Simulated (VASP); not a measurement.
The system is S.

```xyz
1
Lattice="1.6650 1.6650 1.6650 -1.6650 1.6650 1.6650 -1.6650 -1.6650 1.6650" Properties=species:S:1:pos:R:3 pbc="T T T"
S     0.0000    0.0000    0.0000
```

```yaml
Program: VASP 6.6.1
Task: relaxation of cell and atoms
Functional: PBE
Dispersion: D4
Potentials_or_basis: VASP PAW PBE potentials, release 64 (S)
Cutoff: 600 eV
k_mesh: 18 × 18 × 18
Occupations: fermi-dirac, width 0.05 eV
Spin: no spin polarisation
```

At the start: pressure -12.2 GPa; volume 18.46 Å³/atom.

Question: How do energy, volume and symmetry change on relaxing?

Answer: Over 3 steps the energy falls by 156.2 meV/atom and the volume is 15.05 Å³/atom (-18.5 %); space group Im-3m (No. 229, to 0.05 Å).

The path:
```csv
step,energy change (eV),largest force (eV/Å),pressure (GPa),volume (Å³)
1,0.0000,0.0000,-12.20,18.46
2,-0.1560,0.0000,0.66,14.96
3,-0.1562,0.0000,0.03,15.05
```

Final structure:
```yaml
crystal:
  lattice:
    - [1.55551, 1.55551, 1.55551]
    - [-1.55551, 1.55551, 1.55551]
    - [-1.55551, -1.55551, 1.55551]
  atoms:
    - { symbol: S, position: [0.00000, 0.00000, 0.00000] }
```

Caveat: the volume moved by over 15 % at a fixed basis, so the end points are rough; pairwise dispersion overbinds metals, which lowers pressure and volume.
